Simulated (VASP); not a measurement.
# W (I4/mmm) in VASP: further runs, part 2 of 2

VASP 6.6.1.

## (5) Single point, r2SCAN (strain +0.050 along x and y, +0.025 along z)

File POSCAR:

```
W
1.0
   -1.6771650000      1.6771650000      1.6372325000
    1.6771650000     -1.6771650000      1.6372325000
    1.6771650000      1.6771650000     -1.6372325000
W
1
Direct
    0.0000000000      0.0000000000      0.0000000000
```

File INCAR.step1:

```
ALGO = Normal ; EDIFF = 1E-4
ENCUT = 520 ; GGA = PE
ISMEAR = 0 ; LASPH = T
LCHARG = F ; LREAL = F
LWAVE = T ; NBANDS = 13
NELM = 60 ; PREC = Accurate
SIGMA = 0.15
```

File INCAR.step2:

```
ALGO = Normal ; EDIFF = 1E-6
ENCUT = 520 ; ISIF = 2
ISMEAR = 0 ; ISTART = 1
LASPH = T ; LCHARG = F
LMIXTAU = T ; LREAL = F
LWAVE = F ; METAGGA = R2SCAN
NBANDS = 13 ; NELM = 60
PREC = Accurate ; SIGMA = 0.15
```

File KPOINTS:

```
k-points
0
Gamma
  20 20 20
```

Potentials or basis: VASP PAW PBE potentials, release 64 (W_sv).

Launch:

```sh
cat potpaw_PBE.64/W_sv/POTCAR > POTCAR
cp INCAR.step1 INCAR
mpirun -np 1 vasp_std > vasp.out
cp INCAR.step2 INCAR
mpirun -np 1 vasp_std > vasp.out
```

OUTCAR:

```text
EDIFF = 1E-6
   ENCUT = 520
   ISIF = 2
   ISMEAR = 0
   ISTART = 1
   LASPH = T
   LREAL = F
   METAGGA = R2SCAN
   NELM = 60
   PREC = Accurate

 ion  position               nearest neighbor table
   1  0.000  0.000  0.000-

  LATTYP: Found a body centered tetragonal cell.
 ALAT       =     3.3543300000
 C/A-ratio  =     0.9761904762

  Lattice vectors:

 A1 = (  -1.6771650000,   1.6771650000,   1.6372325000)
 A2 = (   1.6771650000,  -1.6771650000,   1.6372325000)
 A3 = (   1.6771650000,   1.6771650000,  -1.6372325000)

Analysis of symmetry for initial positions (statically):
=====================================================================
 Subroutine PRICEL returns:
 Original cell was already a primitive cell.

 Routine SETGRP: Setting up the symmetry group for a
 body centered tetragonal supercell.

 Subroutine GETGRP returns: Found 16 space group operations
 (whereof 16 operations were pure point group operations)
 out of a pool of 16 trial point group operations.

The static configuration has the point symmetry D_4h.

Analysis of symmetry for dynamics (positions and initial velocities):
=====================================================================
 Subroutine PRICEL returns:
 Original cell was already a primitive cell.

 Routine SETGRP: Setting up the symmetry group for a
 body centered tetragonal supercell.

 Subroutine GETGRP returns: Found 16 space group operations
 (whereof 16 operations were pure point group operations)
 out of a pool of 16 trial point group operations.

The dynamic configuration has the point symmetry D_4h.

 Subroutine INISYM returns: Found 16 space group operations
 (whereof 16 operations are pure point group operations),
 and found     1 'primitive' translations

----------------------------------------------------------------------------------------

                                     Primitive cell

[... 110 lines left out ...]
  Fermi-wavevector in a.u.,A,eV,Ry     =   1.493976  2.823205 30.367705  2.231963
  Thomas-Fermi vector in A             =   2.606308
   LORBIT       =      0    0 simple, 1 ext, 2 COOP (PROOUT), +10 PAW based schemes
   METAGGA = R2SCAN    functional components
   LHFCALC =     F    Hartree Fock is set to
   AEXX    =    0.0000 exact exchange contribution
   IVDW    =     0    specifies the selected vdW correction
   LEPSILON=     F    determine dielectric tensor
   LRPA    =     F    only Hartree local field effects (RPA)
 non-spin polarized calculation
 Gauss-broadening in eV      SIGMA  =   0.15
  energy-cutoff  :      520.00
  volume of cell :       18.42
 maximum number of plane-waves:       510
 NGX is ok and might be reduce to    24
   NGX = 11   NGY = 11   NGZ = 11

 number of electron      14.0000001 magnetization

 Free energy of the ion-electron system (eV)
  ---------------------------------------------------
  ext. energy  EPLUGINS =         0.00000000
  ---------------------------------------------------
  free energy    TOTEN  =       -51.05909127 eV

  energy without entropy =      -51.05572581  energy(sigma->0) =      -51.05740854

 E-fermi :   9.2593     XC(G=0): -14.0116

 val. band max:        9.2589383195   @ k =  -0.1500  -0.1500   0.1000
 cond. band min:       9.2629285620   @ k =  -0.2500  -0.2500   0.1500
 fundamental gap:      0.0039902425
 Fermi energy:         9.2593412236

 k-point     1 :       0.0000    0.0000    0.0000
  band No.  band energies     occupation
      1     -67.1096      2.00000
      2     -30.1557      2.00000
      3     -30.1557      2.00000
      4     -30.1439      2.00000
      5      -0.0246      2.00000
      6       7.9857      2.00000
      7       8.2743      2.00000
      8       8.2743      2.00000
      9      11.2620      0.00000
     10      11.6317      0.00000
     11      23.9887      0.00000
     12      23.9887      0.00000
     13      24.4488      0.00000
[... 354 lines left out ...]
  band No.  band energies     occupation
      1     -67.0526      2.00000
      2     -30.7604      2.00000
      3     -30.3636      2.00000
      4     -30.1622      2.00000
      5       3.2045      2.00000
      6       6.5596      2.00000
      7       7.6260      2.00000
      8      11.0974      0.00000
      9      11.7889      0.00000
     10      12.0509      0.00000
     11      22.0330      0.00000
     12      23.0167      0.00000
     13      28.0361      0.00000

 [... further k-points ...]
[... 5 lines left out ...]
  --------------------------------------------------------------------------------------
  -------------------------------------------------------------------------------------
  Total       -4.1364272     -4.1364272     -3.4064495      0.0000000     -0.0000000      0.0000000
  in kB     -359.7609645   -359.7609645   -296.2719993      0.0000000     -0.0000000      0.0000000
  external PRESSURE =    -338.5979761 kB  Pullay stress =       0.0000000 kB

 VOLUME and BASIS-vectors are now :
 -----------------------------------------------------------------------------
  energy-cutoff  :      520.00
  volume of cell :       18.42
      direct lattice vectors                 reciprocal lattice vectors
    -1.677165000  1.677165000  1.637232500     0.000000000  0.298122129  0.305393400
     1.677165000 -1.677165000  1.637232500     0.298122129  0.000000000  0.305393400
     1.677165000  1.677165000 -1.637232500     0.298122129  0.298122129  0.000000000

 POSITION                                       TOTAL-FORCE (eV/Angst)
 -----------------------------------------------------------------------------------
      0.00000      0.00000      0.00000         0.000000      0.000000      0.000000
 -----------------------------------------------------------------------------------
    total drift:                               -0.000000      0.000000      0.000000

  FREE ENERGIE OF THE ION-ELECTRON SYSTEM (eV)
  ---------------------------------------------------
  free  energy   TOTEN  =       -51.0590912669 eV

  energy  without entropy=      -51.0557258127  energy(sigma->0) =      -51.05740854
```

OUTCAR.step1:

```text
EDIFF = 1E-4
   ENCUT = 520
   GGA = PE
   ISMEAR = 0
   LASPH = T
[... 601 lines left out ...]

 POSITION                                       TOTAL-FORCE (eV/Angst)
 -----------------------------------------------------------------------------------
      0.00000      0.00000      0.00000         0.000000      0.000000     -0.000000
 -----------------------------------------------------------------------------------
    total drift:                                0.000000      0.000000      0.000000

  FREE ENERGIE OF THE ION-ELECTRON SYSTEM (eV)
  ---------------------------------------------------
  free  energy   TOTEN  =       -12.7166556688 eV

  energy  without entropy=      -12.7121530928  energy(sigma->0) =      -12.71440438
```

Run time: 3 min. Hardware: 1 thread of Intel Xeon 6975P-C (Granite Rapids), shared host; peak memory 0.25 GiB.

Results:

| Item | Value |
| --- | --- |
| Free energy | -51.0591 eV |
| Pressure | -33.9 GPa |
| Band gap on the k mesh | zero (bands 7 and 8 overlap by 5.28 eV) |

Stress tensor (GPa, compression positive):
```
-35.98   0.00   0.00
  0.00 -35.98   0.00
  0.00   0.00 -29.63
```

Levels at points of the mesh, in eV from the Fermi level:
```csv
k point,band 4,band 5,band 6,band 7,band 8,band 9,band 10,band 11
"(0.00, 0.00, 0.00)",-39.40,-9.28,-1.27,-0.99,-0.99,2.00,2.37,14.73
"(0.50, 0.00, 0.00)",-39.42,-5.62,-3.19,0.16,2.04,2.93,5.06,9.39
"(0.50, 0.50, 0.00)",-39.41,-5.65,-2.89,-0.01,1.72,2.72,5.01,9.22
"(0.50, 0.50, 0.50)",-39.97,-4.89,-4.84,4.25,4.25,4.33,7.16,7.16
```

Caveat: the cell differs from its parent crystal (strain +0.050 along x and y, +0.025 along z); the cell stands under tension; the PAW data sets were made with another functional, which shifts forces and pressure a little; spin-orbit coupling is left out, which moves the levels of the heavy elements.

## (6) Summary

| cell | gap on the mesh (eV) | pressure (GPa) |
| --- | --- | --- |
| a = 2.813 Å, angles 108.8, 108.8, 110.8°, 1 atom | none | -19.3 |
| a = 2.860 Å, angles 108.2, 108.2, 112.1°, 1 atom | none | -29.3 |
| a = 2.859 Å, angles 110.1, 110.1, 108.2°, 1 atom | none | -29.6 |
| a = 2.882 Å, angles 108.8, 108.8, 110.8°, 1 atom | none | -33.9 |

Alike in all rows: task single point; level r2SCAN; potentials or basis VASP PAW PBE potentials, release 64 (W_sv); no spin polarisation; k mesh 20 × 20 × 20; cutoff (eV) 520; smearing gaussian 0.15 eV.

Caveats: the cell stands under tension; the PAW data sets were made with another functional, which shifts forces and pressure a little; spin-orbit coupling is left out, which moves the levels of the heavy elements.

Total energies depend on the potentials used, so only differences within one code and one set of settings carry meaning.
